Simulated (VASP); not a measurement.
# Cr (Cmcm) in VASP: notebook

Cr is run at these levels: PBEsol, LDA; tasks: single point.

Everything below comes from runs of VASP 6.6.1. Logs are shortened: lines on timing, memory, paths and dates and some standing lists are left out, and cuts for length are marked.

## 1. The cell of the first run

Symmetry: Cmcm, No. 63, orthorhombic system. The conventional cell has a = 2.294 Å, b = 4.934 Å, c = 4.064 Å, α = 90.00°, β = 90.00°, γ = 90.00°. Within 3.0 Å of Cr (site symmetry m2m) lie 12 Cr at 2.29 to 2.72 Å.

## 2. Single point, PBEsol, collinear spin, ferromagnetic start (11.50 Å³/atom)

INCAR reads:

```
ALGO = Fast
EDIFF = 1E-6
ENCUT = 520
GGA = PS
ISIF = 2
ISMEAR = -1
ISPIN = 2
LASPH = T
LCHARG = T
LELF = T
LMAXMIX = 4
LORBIT = 11
LREAL = F
LVHAR = T
LWAVE = F
MAGMOM = 3 3
NBANDS = 23
NELM = 150
PREC = Accurate
SIGMA = 0.05
```

KPOINTS reads:

```
k-points
0
Gamma
  13 13 7
```

POSCAR reads:

```
Cr
1.0
    1.1470505050     -2.4670251200      0.0000000000
    1.1470505050      2.4670251200      0.0000000000
    0.0000000000      0.0000000000      4.0643107400
Cr
2
Direct
    0.8705325800      0.1294674200      0.7500000000
    0.1294674200      0.8705325800      0.2500000000
```

Potentials or basis: VASP PAW PBE potentials, release 64 (Cr_pv).

Command:

```bash
$ cat potpaw_PBE.64/Cr_pv/POTCAR > POTCAR
$ mpirun -np 1 vasp_std > vasp.out
```

OUTCAR:

```text
EDIFF = 1E-6
   ENCUT = 520
   GGA = PS
   ISIF = 2
   ISMEAR = -1
   ISPIN = 2
   LASPH = T
   LORBIT = 11
   LREAL = F
   NELM = 150
   PREC = Accurate

 ion  position               nearest neighbor table
   1  0.871  0.129  0.750-   2 2.40   2 2.40   2 2.62   2 2.62   2 2.62   2 2.62
   2  0.129  0.871  0.250-   1 2.40   1 2.40   1 2.62   1 2.62   1 2.62   1 2.62

  LATTYP: Found a base centered orthorhombic cell.
 ALAT       =     2.2941010100
 B/A-ratio  =     2.1507554456
 C/A-ratio  =     1.7716354782

  Lattice vectors:

 A1 = (   1.1470505050,  -2.4670251200,   0.0000000000)
 A2 = (   1.1470505050,   2.4670251200,   0.0000000000)
 A3 = (   0.0000000000,   0.0000000000,   4.0643107400)

Analysis of symmetry for initial positions (statically):
=====================================================================
 Subroutine PRICEL returns:
 Original cell was already a primitive cell.

 Routine SETGRP: Setting up the symmetry group for a
 base centered orthorhombic supercell.

 Subroutine GETGRP returns: Found  8 space group operations
 (whereof  4 operations were pure point group operations)
 out of a pool of  8 trial point group operations.

The static configuration has the point symmetry C_2h.
 The point group associated with its full space group is D_2h.

Analysis of symmetry for dynamics (positions and initial velocities):
=====================================================================
 Subroutine PRICEL returns:
 Original cell was already a primitive cell.

 Routine SETGRP: Setting up the symmetry group for a
 base centered orthorhombic supercell.

 Subroutine GETGRP returns: Found  8 space group operations
 (whereof  4 operations were pure point group operations)
 out of a pool of  8 trial point group operations.

The dynamic configuration has the point symmetry C_2h.
 The point group associated with its full space group is D_2h.

Analysis of structural, dynamic, and magnetic symmetry:
=====================================================================
 Subroutine PRICEL returns:
 Original cell was already a primitive cell.

 Routine SETGRP: Setting up the symmetry group for a
 base centered orthorhombic supercell.

 Subroutine GETGRP returns: Found  8 space group operations
 (whereof  4 operations were pure point group operations)
 out of a pool of  8 trial point group operations.

The overall configuration has the point symmetry C_2h.
 The point group associated with its full space group is D_2h.
[... 120 lines left out ...]
  volume/ion in A,a.u.               =      11.50        77.61
  Fermi-wavevector in a.u.,A,eV,Ry     =   1.660431  3.137760 37.511698  2.757032
  Thomas-Fermi vector in A             =   2.747669
   LORBIT       =     11    0 simple, 1 ext, 2 COOP (PROOUT), +10 PAW based schemes
   GGA     = PS    functional components
   LHFCALC =     F    Hartree Fock is set to
   AEXX    =    0.0000 exact exchange contribution
   IVDW    =     0    specifies the selected vdW correction
   LEPSILON=     F    determine dielectric tensor
   LRPA    =     F    only Hartree local field effects (RPA)
 spin polarized calculation
 RMM-DIIS sequential band-by-band and
  energy-cutoff  :      520.00
  volume of cell :       23.00
 maximum number of plane-waves:       646
   NGX = 11   NGY = 11   NGZ = 15

 number of electron      23.9999987 magnetization       0.0864930

 number of electron      23.9999987 magnetization      -0.0001110

 Free energy of the ion-electron system (eV)
  ---------------------------------------------------
  ext. energy  EPLUGINS =         0.00000000
  ---------------------------------------------------
  free energy    TOTEN  =       -19.81884320 eV

  energy without entropy =      -19.79503777  energy(sigma->0) =      -19.80694049

 E-fermi :  10.8472     XC(G=0): -13.8301

 val. band max:       10.8471530841   @ k =   0.3077   0.1538   0.1429
 cond. band min:      10.8501662540   @ k =  -0.4615   0.4615   0.4286
 fundamental gap:      0.0030131699
 Fermi energy:        10.8471543319

 spin component 1

 k-point     1 :       0.0000    0.0000    0.0000
  band No.  band energies     occupation
      1     -32.4896      1.00000
      2     -31.9297      1.00000
      3     -31.6780      1.00000
      4     -31.5183      1.00000
      5     -31.4243      1.00000
      6     -31.4129      1.00000
[... 613 lines left out ...]
     22      22.6650      0.00000
     23      23.5485      0.00000

 [... further k-points ...]

 spin component 2

 k-point     1 :       0.0000    0.0000    0.0000
  band No.  band energies     occupation
      1     -32.4896      1.00000
      2     -31.9297      1.00000
      3     -31.6781      1.00000
      4     -31.5183      1.00000
      5     -31.4243      1.00000
      6     -31.4129      1.00000
[... 613 lines left out ...]
     22      22.6649      0.00000
     23      23.5484      0.00000

 [... further k-points ...]

------------------------ aborting loop because EDIFF is reached ----------------------------------------

  FORCE on cell =-STRESS in cart. coord.  units (eV):
  Direction    XX          YY          ZZ          XY          YZ          ZX
  --------------------------------------------------------------------------------------
  -------------------------------------------------------------------------------------
  Total       -0.4289353     -0.7250020      0.1864638      0.0000000     -0.0000000      0.0000000
  in kB      -29.8764777    -50.4983013     12.9876990      0.0000000     -0.0000000      0.0000000
  external PRESSURE =     -22.4623600 kB  Pullay stress =       0.0000000 kB

 VOLUME and BASIS-vectors are now :
 -----------------------------------------------------------------------------
  energy-cutoff  :      520.00
  volume of cell :       23.00
      direct lattice vectors                 reciprocal lattice vectors
     1.147050505 -2.467025120  0.000000000     0.435900597 -0.202673250  0.000000000
     1.147050505  2.467025120  0.000000000     0.435900597  0.202673250  0.000000000
     0.000000000  0.000000000  4.064310740     0.000000000  0.000000000  0.246044179

 POSITION                                       TOTAL-FORCE (eV/Angst)
 -----------------------------------------------------------------------------------
      1.14705     -1.82823      3.04823         0.000000      0.179082     -0.000000
      1.14705      1.82823      1.01608         0.000000     -0.179082      0.000000
 -----------------------------------------------------------------------------------
    total drift:                               -0.000000     -0.000000      0.000000

  FREE ENERGIE OF THE ION-ELECTRON SYSTEM (eV)
  ---------------------------------------------------
  free  energy   TOTEN  =       -19.8188431993 eV

  energy  without entropy=      -19.7950377738  energy(sigma->0) =      -19.80694049

 total charge

# of ion       s       p       d       tot
------------------------------------------
    1        0.434   6.394   4.280  11.109
    2        0.434   6.394   4.280  11.109
--------------------------------------------------
tot          0.869  12.789   8.559  22.217

 magnetization (x)

# of ion       s       p       d       tot
------------------------------------------
    1       -0.000  -0.000  -0.000  -0.000
    2       -0.000  -0.000  -0.000  -0.000
--------------------------------------------------
tot         -0.000  -0.000  -0.000  -0.000
```

Wall time 87 s (1 thread of Intel Xeon 6975P-C (Granite Rapids), shared host); peak memory 0.24 GiB.

What came out:

```
Free energy                                           : -19.8188 eV
Pressure                                              : -2.2 GPa
Largest force                                         : 0.179 eV/Å
Band gap on the k mesh                                : zero (filled and empty bands overlap)
Net moment                                            : 0.00 μB per cell
Valence electrons inside the program's atomic spheres : Cr 11.11
```

Forces on the atoms (eV/Å):
```
Cr   0.000  0.179  0.000
Cr   0.000 -0.179  0.000
```

Caveat: an empty level that is flat over the whole mesh can mark a ghost state of the potentials, or a narrow d or f band; the PAW data sets were made with another functional, which shifts forces and pressure a little.

## 3. Single point, LDA, collinear spin, ferromagnetic start (11.73 Å³/atom)

This run uses another cell than the first one, of 11.73 Å³/atom.

INCAR reads:

```
SYSTEM = Cr
PREC = Accurate
ENCUT = 520
EDIFF = 1E-7
ISMEAR = -1
SIGMA = 0.05
LREAL = .FALSE.
LASPH = .TRUE.
NELM = 150
ALGO = Normal
ISIF = 2
LWAVE = .FALSE.
LCHARG = .TRUE.
ISPIN = 2
MAGMOM = 3 3
LORBIT = 11
LMAXMIX = 4
LELF = .TRUE.
LVHAR = .TRUE.
NBANDS = 23
```

KPOINTS reads:

```
Automatic mesh
0
G
  13 13 7
  0 0 0
```

POSCAR reads:

```
Cr
1.0
    1.1546470873     -2.4833635108      0.0000000000
    1.1546470873      2.4833635108      0.0000000000
    0.0000000000      0.0000000000      4.0912274896
Cr
2
Direct
    0.8705325800      0.1294674200      0.7500000000
    0.1294674200      0.8705325800      0.2500000000
```

Potentials or basis: VASP PAW LDA potentials, release 64 (Cr_pv).

Command:

```bash
$ cat potpaw_LDA.64/Cr_pv/POTCAR > POTCAR
$ mpirun -np 1 vasp_std > vasp.out
```

Wall time 86 s (1 thread of Intel Xeon 6975P-C (Granite Rapids), shared host); peak memory 0.24 GiB.

The run converged. Its results:

- Free energy: -20.5427 eV
- Pressure: -13.8 GPa
- Largest force: 0.149 eV/Å
- Band gap on the k mesh: zero (filled and empty bands overlap)
- Net moment: 0.00 μB per cell
- Valence electrons inside the program's atomic spheres: Cr 11.07

Forces on the atoms (eV/Å):
```
Cr   0.000  0.149  0.000
Cr   0.000 -0.149  0.000
```

Stress tensor (GPa, compression positive):
```
-15.75   0.00   0.00
  0.00 -15.40   0.00
  0.00   0.00 -10.18
```

Levels at points of the mesh, in eV from the Fermi level:
Spin up:
| k point | band 8 | band 9 | band 10 | band 11 | band 12 | band 13 | band 14 | band 15 | band 16 | band 17 |
| --- | --- | --- | --- | --- | --- | --- | --- | --- | --- | --- |
| (0.00, 0.00, 0.00) | -4.22 | -2.10 | -1.87 | -0.83 | 0.16 | 0.98 | 1.01 | 1.07 | 1.63 | 1.78 |
Spin down:
```csv
k point,band 8,band 9,band 10,band 11,band 12,band 13,band 14,band 15,band 16,band 17
"(0.00, 0.00, 0.00)",-4.22,-2.10,-1.87,-0.83,0.16,0.98,1.01,1.07,1.63,1.78
```

Caveat: the cell stands under tension; an empty level that is flat over the whole mesh can mark a ghost state of the potentials, or a narrow d or f band.

## 4. Single point, PBEsol, collinear spin, ferromagnetic start (11.73 Å³/atom)

This run uses another cell than the first one, of 11.73 Å³/atom.

INCAR reads:

```
PREC = Accurate
ENCUT = 520
EDIFF = 1E-6
ISMEAR = -1
SIGMA = 0.05
LREAL = F
LASPH = T
NELM = 150
ALGO = Fast
ISIF = 2
LWAVE = F
LCHARG = F
ISPIN = 2
MAGMOM = 3 3
LORBIT = 11
LMAXMIX = 4
GGA = PS
NBANDS = 23
```

KPOINTS reads:

```
regular mesh
0
Gamma
  13 13 7
```

POSCAR is that of step 3.

Potentials or basis: VASP PAW PBE potentials, release 64 (Cr_pv).

Command:

```bash
$ cat potpaw_PBE.64/Cr_pv/POTCAR > POTCAR
$ mpirun -np 1 vasp_std > vasp.out
```

Run time: 79 s. Hardware: 1 thread of Intel Xeon 6975P-C (Granite Rapids), shared host; peak memory 0.24 GiB.

The run converged. Its results:

- Free energy: -19.8058 eV
- Pressure: -7.1 GPa
- Largest force: 0.166 eV/Å
- Band gap on the k mesh: zero (filled and empty bands overlap)
- Net moment: 0.00 μB per cell
- Valence electrons inside the program's atomic spheres: Cr 11.06

Forces on the atoms (eV/Å):
```
Cr   0.000  0.166  0.000
Cr   0.000 -0.166  0.000
```

Stress tensor (GPa, compression positive):
```
-8.06  0.00  0.00
 0.00 -9.58  0.00
 0.00  0.00 -3.67
```

Levels at points of the mesh, in eV from the Fermi level:
Spin up:
```
           k point  band 9  band 10  band 11  band 12  band 13  band 14  band 15  band 16
(0.00, 0.00, 0.00)   -2.10    -1.87    -0.83     0.18     0.97     0.99     1.03     1.65
```
Spin down:
```
           k point  band 8  band 9  band 10  band 11  band 12  band 13  band 14  band 15  band 16  band 17
(0.00, 0.00, 0.00)   -4.25   -2.10    -1.87    -0.83     0.17     0.97     0.99     1.03     1.65     1.80
```

Caveat: the cell stands under tension; an empty level that is flat over the whole mesh can mark a ghost state of the potentials, or a narrow d or f band; the PAW data sets were made with another functional, which shifts forces and pressure a little.

## 5. Single point, PBEsol, collinear spin, ferromagnetic start

INCAR reads:

```
SYSTEM = Cr
ALGO     = Normal         ! electronic algorithm
EDIFF    = 1E-6           ! SCF threshold, eV
ENCUT    = 520            ! plane-wave cutoff, eV
GGA      = PS             ! functional
ISIF     = 2              ! what is computed and relaxed
ISMEAR   = -1             ! smearing method
ISPIN    = 2              ! spin polarisation
LASPH    = .True.         ! aspherical terms in the spheres
LCHARG   = .False.        ! write CHGCAR
LMAXMIX  = 4              ! l up to which the mixer works
LORBIT   = 11             ! projections on sites
LREAL    = .False.        ! projectors in reciprocal space
LWAVE    = .False.        ! write WAVECAR
MAGMOM   = 3 3            ! initial moments
NBANDS   = 23             ! bands
NELM     = 150            ! most SCF steps
PREC     = Accurate       ! precision mode
SIGMA    = 0.05           ! smearing width, eV
```

KPOINTS reads:

```
k-points
0
Gamma
  11 11 6
  0 0 0
```

POSCAR reads:

```
Cr
1.0
    1.1470505050     -2.4670251200      0.0000000000
    1.1470505050      2.4670251200      0.0000000000
    0.0000000000      0.0000000000      4.0643107400
Cr
2
Direct
    0.8705325800      0.1294674200      0.7500000000
    0.1294674200      0.8705325800      0.2500000000
```

Command:

```bash
$ cat potpaw_PBE.64/Cr_pv/POTCAR > POTCAR
$ mpirun -np 1 vasp_std > vasp.out
```

It took 2.2 min on 1 thread of Intel Xeon Platinum 8488C (Sapphire Rapids), shared host; peak memory 0.22 GiB.

Results (log left out):

```
Free energy                                           : -19.8232 eV
Pressure                                              : -2.4 GPa
Largest force                                         : 0.173 eV/Å
Band gap on the k mesh                                : zero (filled and empty bands overlap)
Net moment                                            : 0.00 μB per cell
Valence electrons inside the program's atomic spheres : Cr 11.11
```

Forces on the atoms (eV/Å):
```
Cr   0.000  0.173  0.000
Cr   0.000 -0.173  0.000
```

Stress tensor (GPa, compression positive):
```
-2.83  0.00  0.00
 0.00 -5.09  0.00
 0.00  0.00  0.72
```

Levels at points of the mesh, in eV from the Fermi level:
Spin up:
| k point | band 9 | band 10 | band 11 | band 12 | band 13 | band 14 | band 15 | band 16 |
| --- | --- | --- | --- | --- | --- | --- | --- | --- |
| (0.00, 0.00, 0.00) | -2.18 | -1.95 | -0.86 | 0.16 | 1.00 | 1.00 | 1.03 | 1.68 |
| (0.00, 0.00, 0.50) | -1.96 | -1.96 | -1.18 | -1.18 | 0.54 | 0.54 | 0.79 | 0.79 |
Spin down:
```csv
k point,band 10,band 11,band 12,band 13,band 14,band 15
"(0.00, 0.00, 0.00)",-1.95,-0.87,0.16,1.00,1.00,1.03
"(0.00, 0.00, 0.50)",-1.96,-1.18,-1.18,0.54,0.54,0.79
```

Caveat: an empty level that is flat over the whole mesh can mark a ghost state of the potentials, or a narrow d or f band; the PAW data sets were made with another functional, which shifts forces and pressure a little.
